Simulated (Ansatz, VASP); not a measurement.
SrO in VASP and in Ansatz

Contents of POSCAR:

```
SrO
1.0
    0.0385470000      2.5698000000      2.5698000000
    2.6083470000      0.0000000000      2.6083470000
    2.5698000000      2.5698000000      0.0385470000
Sr O
1 1
Direct
    0.0000000000      0.0000000000      0.0000000000
    0.5000000000      0.5000000000      0.5000000000
```

INCAR.step1

```
PREC = Accurate
ENCUT = 520
ISMEAR = 0
SIGMA = 0.05
LREAL = F
LASPH = T
NELM = 60
NBANDS = 15
GGA = PE
ALGO = Normal
EDIFF = 1E-4
LWAVE = T
LCHARG = F
```

File INCAR.step2:

```
PREC = Accurate
ENCUT = 520
EDIFF = 1E-6
ISMEAR = 0
SIGMA = 0.05
LREAL = F
LASPH = T
NELM = 60
ALGO = Normal
ISIF = 2
LWAVE = F
LCHARG = T
METAGGA = R2SCAN
LMIXTAU = T
LELF = T
LVHAR = T
NBANDS = 15
ISTART = 1
```

The input KPOINTS:

```
Automatic mesh
0
Gamma
  8 8 8
```

Input for Ansatz:

```yaml
crystal:
  lattice:
    - [0.038547, 2.5698, 2.5698]
    - [2.608347, 0.0, 2.608347]
    - [2.5698, 2.5698, 0.038547]
  atoms:
    - { symbol: Sr, position: [0.0, 0.0, 0.0] }
    - { symbol: O, position: [0.5, 0.5, 0.5] }
basis:
  ecutwfc: 500
kpoints:
  mp_grid: { grid: [8, 8, 8] }
hamiltonian:
  xc: r2scan
scf:
  occupations: { method: gaussian, width: 0.05 }
output:
  forces: true
  stress: true
  eigenvalues: true
```

Change from the starting cell: strain +0.0300 x Voigt [0, 0, 0, 0, 1, 0], atoms carried along.

Alike in both runs: task single point; functional r2SCAN; k mesh 8 × 8 × 8; occupations gaussian, width 0.05 eV; no spin polarisation.

|  | VASP | Ansatz |
| --- | --- | --- |
| version | VASP 6.6.1 | Ansatz 0.2.0 |
| potentials or method | VASP PAW PBE potentials, release 64 (Sr_sv, O), cutoff 520 eV | scalar-relativistic, plane waves, PAW |
| valence electrons in the cell | 16 | 16 |

|  | VASP | Ansatz | Ansatz less VASP |
| --- | --- | --- | --- |
| gap on the k mesh at the Fermi level (eV) | 3.70 | 3.76 | +0.053 |
| least direct gap on the mesh (eV) | 3.78 | 3.83 | +0.042 |
| pressure (GPa) | 1.7 | 1.1 | -0.55 |
| traceless stress, the component that is largest in VASP (GPa) | -1.66 | -1.66 | -0.002 |

VASP's potentials were made for PBE, not for r2SCAN.
